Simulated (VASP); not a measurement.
TiPd, 4 atoms in the cell. It takes space group P4/mmm (No. 123, tetragonal). The conventional cell has a = 2.840 Å, b = 2.840 Å, c = 3.799 Å, α = 90.00°, β = 90.00°, γ = 90.00°. Pd (site symmetry 4/mmm) has 8 Ti at 2.76 Å and 4 Pd at 2.84 Å within 3.6 Å. Within 3.6 Å of Ti (site symmetry 4/mmm) lie 8 Pd at 2.76 Å and 4 Ti at 2.84 Å. 

```yaml
Program: VASP 6.6.1
Task: relaxation of cell and atoms
Functional: r2SCAN
Potentials_or_basis: VASP PAW PBE potentials, release 64 (Pd, Ti_sv)
Cutoff: 600 eV
k_mesh: 7 × 6 × 6
Occupations: gaussian, width 0.1 eV
Spin: no spin polarisation
Dipole_correction: no
Further_INCAR_settings: ALGO = Normal; EDIFF = 1e-06; IBRION = 2; EDIFFG = -0.03; NSW = 80; ISIF = 3
```

Potentials or basis: VASP PAW PBE potentials, release 64 (Pd, Ti_sv).

Run with:

```sh
$ cat potpaw_PBE.64/Pd/POTCAR potpaw_PBE.64/Ti_sv/POTCAR > POTCAR
$ cp INCAR.step1 INCAR
$ mpirun -np 1 vasp_std > vasp.out
$ cp INCAR.step2 INCAR
$ mpirun -np 1 vasp_std > vasp.out
```

Hardware: 1 thread of Oxide Virtual Turin-like Processor (shared host).

Estimate the wall time of this run.

Run time: 16 min on 1 thread of Oxide Virtual Turin-like Processor, with other jobs on the host, peak memory 0.21 GiB. Counts: k points 40, ion steps 4.
